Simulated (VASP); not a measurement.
# W16S33 (a cell with a defect) in VASP: single point with PBE+D3(BJ)

Aim: the single point of W16S33 (a cell with a defect) with PBE+D3(BJ).

Program: VASP 6.6.1. These are calculated values, not measurements. Logs are shortened: lines on timing, memory, paths and dates and some standing lists are left out, and cuts for length are marked.

**1. The cell of the first run**

The cell holds a defect, 49 atoms: a = 12.639 Å, b = 12.639 Å, c = 16.939 Å, α = 90.00°, β = 90.00°, γ = 120.00°.

**2. Single point, PBE+D3(BJ) (with an interstitial atom, then relaxed in part)**

INCAR reads:

```
ALGO = Normal
EDIFF = 1E-7
ENCUT = 520
GGA = PE
ISIF = 2
ISMEAR = 0
IVDW = 12
LASPH = True
LCHARG = True
LELF = True
LREAL = Auto
LUSENCCL = False
LVHAR = True
LWAVE = False
NBANDS = 241
NELM = 60
PREC = Accurate
SIGMA = 0.01
```

KPOINTS reads:

```
k-points
0
Gamma
  2 2 2
```

POSCAR reads:

```
W16S33
1.0
   12.6388668625      0.0000000000      0.0000000000
   -6.3194334313    -10.9455797780      0.0000000000
    0.0000000000      0.0000000000    -16.9394673177
W S
16 33
Direct
    0.9166666667      0.5833333333      0.0000000000
    0.1666666667      0.5833333333      0.0000000000
    0.9166666667      0.3333333333      0.0000000000
    0.4166666667      0.5833333333      0.0000000000
    0.1666666667      0.3333333333      0.0000000000
    0.9166666667      0.0833333333      0.0000000000
    0.6666666667      0.5833333333      0.0000000000
    0.4166666667      0.3333333333      0.0000000000
    0.1666666667      0.0833333333      0.0000000000
    0.9166666667      0.8333333333      0.0000000000
    0.6666666667      0.3333333333      0.0000000000
    0.4166666667      0.0833333333      0.0000000000
    0.1666666667      0.8333333333      0.0000000000
    0.6666666667      0.0833333333      0.0000000000
    0.4166666667      0.8333333333      0.0000000000
    0.6666666667      0.8333333333      0.0000000000
    0.0833333333      0.6666666667      0.0930373785
    0.3333333333      0.6666666667      0.0930373785
    0.0833333333      0.4166666667      0.0930373785
    0.5833333333      0.6666666667      0.0930373785
    0.3333333333      0.4166666667      0.0930373785
    0.0833333333      0.1666666667      0.0930373785
    0.8333333333      0.6666666667      0.0930373785
    0.5833333333      0.4166666667      0.0930373785
    0.3333333333      0.1666666667      0.0930373785
    0.0833333333      0.9166666667      0.0930373785
    0.8333333333      0.4166666667      0.0930373785
    0.5833333333      0.1666666667      0.0930373785
    0.3333333333      0.9166666667      0.0930373785
    0.8333333333      0.1666666667      0.0930373785
    0.5833333333      0.9166666667      0.0930373785
    0.8333333333      0.9166666667      0.0930373785
    0.0833333333      0.6666666667      0.9069626215
    0.3333333333      0.6666666667      0.9069626215
    0.0833333333      0.4166666667      0.9069626215
    0.5833333333      0.6666666667      0.9069626215
    0.3333333333      0.4166666667      0.9069626215
    0.0833333333      0.1666666667      0.9069626215
    0.8333333333      0.6666666667      0.9069626215
    0.5833333333      0.4166666667      0.9069626215
    0.3333333333      0.1666666667      0.9069626215
    0.0833333333      0.9166666667      0.9069626215
    0.8333333333      0.4166666667      0.9069626215
    0.5833333333      0.1666666667      0.9069626215
    0.3333333333      0.9166666667      0.9069626215
    0.8333333333      0.1666666667      0.9069626215
    0.5833333333      0.9166666667      0.9069626215
    0.8333333333      0.9166666667      0.9069626215
    0.0000000000      0.0000000000      0.5000000000
```

Potentials or basis: VASP PAW PBE potentials, release 64 (W_sv, S).

The run is started by

```console
$ cat potpaw_PBE.64/W_sv/POTCAR potpaw_PBE.64/S/POTCAR > POTCAR
$ mpirun -np 1 vasp_std > vasp.out
```

OUTCAR:

```text
EDIFF = 1E-7
   ENCUT = 520
   GGA = PE
   ISIF = 2
   ISMEAR = 0
   IVDW = 12
   LASPH = True
   LREAL = Auto
   NELM = 60
   PREC = Accurate
 IVDW          = 12

 ion  position               nearest neighbor table
   1  0.917  0.583  0.000-  17 2.41  33 2.41  27 2.41  43 2.41  39 2.41  23 2.41  11 3.16  13 3.16
                             2 3.16   7 3.16   3 3.16  10 3.16
   2  0.167  0.583  0.000-  18 2.41  34 2.41  19 2.41  35 2.41  17 2.41  33 2.41   3 3.16  15 3.16
                             4 3.16   1 3.16  13 3.16   5 3.16
   3  0.917  0.333  0.000-  19 2.41  35 2.41  30 2.41  46 2.41  43 2.41  27 2.41   2 3.16  14 3.16
                            11 3.16   5 3.16   1 3.16   6 3.16
   4  0.417  0.583  0.000-  20 2.41  36 2.41  21 2.41  37 2.41  18 2.41  34 2.41   5 3.16  16 3.16
                             7 3.16   2 3.16  15 3.16   8 3.16
   5  0.167  0.333  0.000-  21 2.41  37 2.41  22 2.41  38 2.41  19 2.41  35 2.41   4 3.16   6 3.16
                             3 3.16   8 3.16   2 3.16   9 3.16
   6  0.917  0.083  0.000-  22 2.41  38 2.41  32 2.41  48 2.41  46 2.41  30 2.41   5 3.16  16 3.16
                            14 3.16   9 3.16   3 3.16  10 3.16
   7  0.667  0.583  0.000-  23 2.41  39 2.41  24 2.41  40 2.41  20 2.41  36 2.41   8 3.16  10 3.16
                             1 3.16   4 3.16  11 3.16  16 3.16
   8  0.417  0.333  0.000-  24 2.41  40 2.41  25 2.41  41 2.41  21 2.41  37 2.41   7 3.16   9 3.16
                             5 3.16  11 3.16   4 3.16  12 3.16
   9  0.167  0.083  0.000-  25 2.41  41 2.41  26 2.41  42 2.41  22 2.41  38 2.41   8 3.16  10 3.16
[... 45 lines left out ...]
  47  0.583  0.917  0.907-  15 2.41  14 2.41  16 2.41
  48  0.833  0.917  0.907-  16 2.41   6 2.41  10 2.41
  49  0.000  0.000  0.500-

  LATTYP: Found a hexagonal cell.
 ALAT       =    12.6388668625
 C/A-ratio  =     1.3402678818

  Lattice vectors:

 A1 = (  12.6388668625,   0.0000000000,   0.0000000000)
 A2 = (  -6.3194334313, -10.9455797780,   0.0000000000)
 A3 = (   0.0000000000,   0.0000000000, -16.9394673177)

Analysis of symmetry for initial positions (statically):
=====================================================================
 Subroutine PRICEL returns:
 Original cell was already a primitive cell.

 Routine SETGRP: Setting up the symmetry group for a
 hexagonal supercell.

 Subroutine GETGRP returns: Found 12 space group operations
 (whereof 12 operations were pure point group operations)
 out of a pool of 24 trial point group operations.

The static configuration has the point symmetry D_3h.

Analysis of symmetry for dynamics (positions and initial velocities):
=====================================================================
 Subroutine PRICEL returns:
 Original cell was already a primitive cell.

[... 191 lines left out ...]
   NELECT =     422.0000    total number of electrons
   NUPDOWN=      -1.0000    fix difference up-down
   EMIN   =  10.00;   EMAX   =-10.00  energy-range for DOS
   EFERMI =   0.00;   METHOD = LEGACY
   ISMEAR =     0;   SIGMA  =   0.01  broadening in eV -4-tet -1-fermi 0-gaus
   EFERMI_NEDOS =   21; number of points for ismear=-14 and -15
   IALGO  =     38    algorithm
   IMIX   =      4    mixing-type and parameters
     AMIX     =   0.40;   BMIX     =  1.00
     AMIX_MAG =   1.60;   BMIX_MAG =  1.00
  volume/ion in A,a.u.               =      47.82       322.74
  Fermi-wavevector in a.u.,A,eV,Ry     =   0.924478  1.747011 11.628359  0.854660
  Thomas-Fermi vector in A             =   2.050229
   LORBIT       =      0    0 simple, 1 ext, 2 COOP (PROOUT), +10 PAW based schemes
   GGA     = PE    functional components
   LHFCALC =     F    Hartree Fock is set to
   AEXX    =    0.0000 exact exchange contribution
   IVDW    =    12    specifies the selected vdW correction
   LEPSILON=     F    determine dielectric tensor
   LRPA    =     F    only Hartree local field effects (RPA)
 non-spin polarized calculation
 Gauss-broadening in eV      SIGMA  =   0.01
  energy-cutoff  :      520.00
  volume of cell :     2343.40
 maximum number of plane-waves:     63297
 NGX is ok and might be reduce to    96
   NGX = 47   NGY = 47   NGZ = 63

 number of electron     421.9999988 magnetization

 Free energy of the ion-electron system (eV)
  ---------------------------------------------------
  ext. energy  EPLUGINS =         0.00000000
  ---------------------------------------------------
  free energy    TOTEN  =      -378.81277818 eV

  energy without entropy =     -378.79697525  energy(sigma->0) =     -378.80487672

 E-fermi :  -1.3514     XC(G=0):  -4.8447

 val. band max:       -1.3549698486   @ k =   0.0000   0.0000   0.5000
 cond. band min:      -1.3495476792   @ k =   0.0000   0.0000   0.5000
 fundamental gap:      0.0054221695
 Fermi energy:        -1.3514439902

 k-point     1 :       0.0000    0.0000    0.0000
  band No.  band energies     occupation
      1     -75.2356      2.00000
      2     -75.2269      2.00000
      3     -75.2267      2.00000
      4     -75.2267      2.00000
      5     -75.2261      2.00000
      6     -75.2261      2.00000
[... 893 lines left out ...]
    222       1.3155      0.00000
    223       1.4438      0.00000
 [bands above 223 left out]

------------------------ aborting loop because EDIFF is reached ----------------------------------------

 Edisp (eV)  -14.94499

 E8    (eV) :    -6.6988

  FORCE on cell =-STRESS in cart. coord.  units (eV):
  Direction    XX          YY          ZZ          XY          YZ          ZX
  --------------------------------------------------------------------------------------
  -------------------------------------------------------------------------------------
  Total      -0.00139    -0.00139    -1.32651    -0.00000     0.00000     0.00000
  in kB      -0.00095    -0.00095    -0.90693    -0.00000     0.00000     0.00000
  external pressure =       -0.30 kB  Pullay stress =        0.00 kB

 VOLUME and BASIS-vectors are now :
 -----------------------------------------------------------------------------
  energy-cutoff  :      520.00
  volume of cell :     2343.40
      direct lattice vectors                 reciprocal lattice vectors
    12.638866863  0.000000000  0.000000000     0.079121017 -0.045680540  0.000000000
    -6.319433431-10.945579778  0.000000000     0.000000000 -0.091361081  0.000000000
     0.000000000  0.000000000-16.939467318     0.000000000 -0.000000000 -0.059033734

 POSITION                                       TOTAL-FORCE (eV/Angst)
 -----------------------------------------------------------------------------------
      7.89929     -6.38492      0.00000        -0.001020     -0.000296     -0.000000
     -1.57986     -6.38492      0.00000        -0.000833      0.000481     -0.000000
      9.47915     -3.64853      0.00000        -0.000254      0.001031     -0.000000
      1.57986     -6.38492      0.00000         0.000833      0.000481     -0.000000
      0.00000     -3.64853      0.00000         0.000000      0.002339     -0.000000
     11.05901     -0.91213      0.00000         0.001117      0.000645     -0.000000
[... 41 lines left out ...]
      4.73958    -10.03345    -15.36346         0.000477     -0.000275     -0.007018
      0.00000      0.00000     -8.46973         0.000000      0.000000     -0.000000
 -----------------------------------------------------------------------------------
    total drift:                               -0.000000     -0.000000     -0.000000

  FREE ENERGIE OF THE ION-ELECTRON SYSTEM (eV)
  ---------------------------------------------------
  free  energy   TOTEN  =      -393.7577635606 eV

  energy  without entropy=     -393.7419606275  energy(sigma->0) =     -393.74986209
```

stdout:

```text
Offloading initialized ...    1 GPUs detected
 POSCAR found type information on POSCAR W S
 POSCAR found :  2 types and      49 ions
 scaLAPACK will be used selectively (only on CPU)
 LDA part: xc-table for (Slater+PW92), standard interpolation
 POSCAR, INCAR and KPOINTS ok, starting setup
 FFT: planning ... GRIDC
 FFT: planning ... GRID_SOFT
 FFT: planning ... GRID
 WAVECAR not read
 entering main loop
```

Wall time 7.4 min (1 × NVIDIA H100 80GB with 1 thread of AMD EPYC 7R13 (Zen 3), shared host); peak memory 3.2 GiB.

Results:

```
Free energy                : -393.7578 eV
Pressure                   : 0.0 GPa
Largest force              : 0.009 eV/Å
Band gap on the k mesh     : zero (filled and empty bands touch)
Dispersion energy per atom : -0.305 eV
```

Forces on the atoms (eV/Å):
```
W   -0.001  0.000  0.000
W   -0.001  0.000  0.000
W    0.000  0.001  0.000
W    0.001  0.000  0.000
W    0.000  0.002  0.000
W    0.001  0.001  0.000
W    0.001  0.000  0.000
W    0.000  0.001  0.000
W   -0.001  0.001  0.000
W    0.000 -0.001  0.000
W    0.000  0.000  0.000
W   -0.001 -0.001  0.000
W   -0.002 -0.001  0.000
W    0.001 -0.001  0.000
W    0.000 -0.001  0.000
W    0.002 -0.001  0.000
S    0.000  0.000  0.009
S    0.000  0.000  0.009
S    0.000  0.000  0.009
S    0.000  0.000  0.009
S    0.000  0.000  0.009
S    0.000  0.001  0.007
S    0.000 -0.001  0.008
S    0.000  0.000  0.009
S   -0.001  0.000  0.008
S    0.000  0.000  0.007
S    0.000  0.000  0.009
S    0.000  0.000  0.009
S    0.000  0.000  0.009
S    0.001  0.000  0.008
S    0.000  0.000  0.009
S    0.000  0.000  0.007
S    0.000  0.000 -0.009
S    0.000  0.000 -0.009
S    0.000  0.000 -0.009
S    0.000  0.000 -0.009
S    0.000  0.000 -0.009
S    0.000  0.001 -0.007
S    0.000 -0.001 -0.008
S    0.000  0.000 -0.009
S   -0.001  0.000 -0.008
S    0.000  0.000 -0.007
S    0.000  0.000 -0.009
S    0.000  0.000 -0.009
S    0.000  0.000 -0.009
S    0.001  0.000 -0.008
S    0.000  0.000 -0.009
S    0.000  0.000 -0.007
S    0.000  0.000  0.000
```

Stress tensor (GPa, compression positive):
```
 0.00  0.00  0.00
 0.00  0.00  0.00
 0.00  0.00 -0.09
```

Caveat: the cell differs from its parent crystal (with an interstitial atom, then relaxed in part); spin-orbit coupling is left out, which moves the levels of the heavy elements.
